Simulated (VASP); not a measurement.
# InP (F-43m) in VASP: further runs, part 2 of 2

VASP 6.6.1.

### Step 3. Single point, PBE (volume scaled by 1.10)

Input file INCAR:

```
ALGO = Normal
EDIFF = 1E-6
ENCUT = 520
GGA = PE
ISIF = 2
ISMEAR = 0
LASPH = T
LCHARG = T
LELF = T
LREAL = F
LVHAR = T
LWAVE = F
NBANDS = 16
NELM = 100
PREC = Accurate
SIGMA = 0.02
```

Input file KPOINTS:

```
k-points
0
Gamma
  10 10 10
```

Input file POSCAR:

```
InP
1.0
    0.0000000000      3.0762300542      3.0762300542
    3.0762300542      0.0000000000      3.0762300542
    3.0762300542      3.0762300542      0.0000000000
In P
1 1
Direct
    0.0000000000      0.0000000000      0.0000000000
    0.2500000000      0.2500000000      0.2500000000
```

Potentials or basis: VASP PAW PBE potentials, release 64 (In_d, P).

Command:

```bash
cat potpaw_PBE.64/In_d/POTCAR potpaw_PBE.64/P/POTCAR > POTCAR
mpirun -np 1 vasp_std > vasp.out
```

OUTCAR:

```text
EDIFF = 1E-6
   ENCUT = 520
   GGA = PE
   ISIF = 2
   ISMEAR = 0
   LASPH = T
   LREAL = F
   NELM = 100
   PREC = Accurate

 ion  position               nearest neighbor table
   1  0.000  0.000  0.000-   2 2.66   2 2.66   2 2.66   2 2.66
   2  0.250  0.250  0.250-   1 2.66   1 2.66   1 2.66   1 2.66

  LATTYP: Found a face centered cubic cell.
 ALAT       =     6.1524601084

  Lattice vectors:

 A1 = (   0.0000000000,   3.0762300542,   3.0762300542)
 A2 = (   3.0762300542,   0.0000000000,   3.0762300542)
 A3 = (   3.0762300542,   3.0762300542,   0.0000000000)

Analysis of symmetry for initial positions (statically):
=====================================================================
 Subroutine PRICEL returns:
 Original cell was already a primitive cell.

 Routine SETGRP: Setting up the symmetry group for a
 face centered cubic supercell.

 Subroutine GETGRP returns: Found 24 space group operations
 (whereof 24 operations were pure point group operations)
 out of a pool of 48 trial point group operations.

The static configuration has the point symmetry T_d .

Analysis of symmetry for dynamics (positions and initial velocities):
[... 161 lines left out ...]
 val. band max:        3.7227010051   @ k =   0.0000   0.0000   0.0000
 cond. band min:       4.6596300271   @ k =   0.1000   0.0000   0.0000
 fundamental gap:      0.9369290220
 Fermi energy:         3.7287921797

 k-point     1 :       0.0000    0.0000    0.0000
  band No.  band energies     occupation
      1     -10.2488      2.00000
      2     -10.2488      2.00000
      3     -10.2488      2.00000
      4     -10.1569      2.00000
      5     -10.1569      2.00000
      6      -6.8977      2.00000
[... 433 lines left out ...]
      3     -10.2015      2.00000
      4     -10.1756      2.00000
      5     -10.1413      2.00000
      6      -5.6076      2.00000
[... 8 lines left out ...]
     15      14.0831      0.00000
     16      15.5300      0.00000

 [... further k-points ...]

------------------------ aborting loop because EDIFF is reached ----------------------------------------

  FORCE on cell =-STRESS in cart. coord.  units (eV):
  Direction    XX          YY          ZZ          XY          YZ          ZX
  --------------------------------------------------------------------------------------
  -------------------------------------------------------------------------------------
  Total       -1.6472293     -1.6472293     -1.6472293     -0.0000000     -0.0000000     -0.0000000
  in kB      -45.3292155    -45.3292155    -45.3292155     -0.0000000     -0.0000000     -0.0000000
  external PRESSURE =     -45.3292155 kB  Pullay stress =       0.0000000 kB

 VOLUME and BASIS-vectors are now :
 -----------------------------------------------------------------------------
  energy-cutoff  :      520.00
  volume of cell :       58.22
      direct lattice vectors                 reciprocal lattice vectors
     0.000000000  3.076230054  3.076230054    -0.162536609  0.162536609  0.162536609
     3.076230054  0.000000000  3.076230054     0.162536609 -0.162536609  0.162536609
     3.076230054  3.076230054  0.000000000     0.162536609  0.162536609 -0.162536609

 POSITION                                       TOTAL-FORCE (eV/Angst)
 -----------------------------------------------------------------------------------
      0.00000      0.00000      0.00000        -0.000000     -0.000000     -0.000000
      1.53812      1.53812      1.53812         0.000000      0.000000      0.000000
 -----------------------------------------------------------------------------------
    total drift:                               -0.000000     -0.000000     -0.000000

  FREE ENERGIE OF THE ION-ELECTRON SYSTEM (eV)
  ---------------------------------------------------
  free  energy   TOTEN  =        -8.3259752265 eV

  energy  without entropy=       -8.3259443741  energy(sigma->0) =       -8.32595980
```

OSZICAR:

```text
N       E                     dE             d eps       ncg     rms          rms(c)
DAV:   1     0.113642059992E+03    0.11364E+03   -0.83693E+03  1504   0.122E+03
DAV:   2    -0.883696520659E+00   -0.11453E+03   -0.10981E+03  1688   0.292E+02
DAV:   3    -0.847390726237E+01   -0.75902E+01   -0.75573E+01  1968   0.746E+01
DAV:   4    -0.868248074010E+01   -0.20857E+00   -0.20852E+00  1888   0.141E+01
DAV:   5    -0.869402015984E+01   -0.11539E-01   -0.11539E-01  2264   0.276E+00    0.454E+00
DAV:   6    -0.833928552368E+01    0.35473E+00   -0.61847E-01  2408   0.110E+01    0.271E+00
DAV:   7    -0.832395531566E+01    0.15330E-01   -0.12075E-01  2104   0.233E+00    0.111E+00
DAV:   8    -0.832504260908E+01   -0.10873E-02   -0.10753E-02  1824   0.114E+00    0.185E-01
DAV:   9    -0.832575497965E+01   -0.71237E-03   -0.12949E-03  1936   0.400E-01    0.132E-01
DAV:  10    -0.832588715295E+01   -0.13217E-03   -0.15704E-04  2088   0.104E-01    0.725E-02
DAV:  11    -0.832597523761E+01   -0.88085E-04   -0.13009E-04  1776   0.765E-02    0.277E-02
DAV:  12    -0.832597522655E+01    0.11065E-07   -0.59847E-06  1952   0.246E-02
   1 F= -.83259752E+01 E0= -.83259598E+01  d E =-.308525E-04
```

stdout:

```text
POSCAR found type information on POSCAR InP
 POSCAR found :  2 types and       2 ions
 scaLAPACK will be used
 LDA part: xc-table for (Slater+PW92), standard interpolation
 POSCAR, INCAR and KPOINTS ok, starting setup
 FFT: planning ... GRIDC
 FFT: planning ... GRID_SOFT
 FFT: planning ... GRID
 WAVECAR not read
 entering main loop
```

It took 54 s on 1 thread of Intel Xeon 6975P-C, shared host; peak memory 0.2 GiB.

Results:

```yaml
Free_energy: -8.3260 eV
Pressure: -4.5 GPa
Band_gap_on_the_k_mesh: zero (filled and empty bands touch)
```

Caveat: spin-orbit coupling is left out, which moves the levels of the heavy elements.
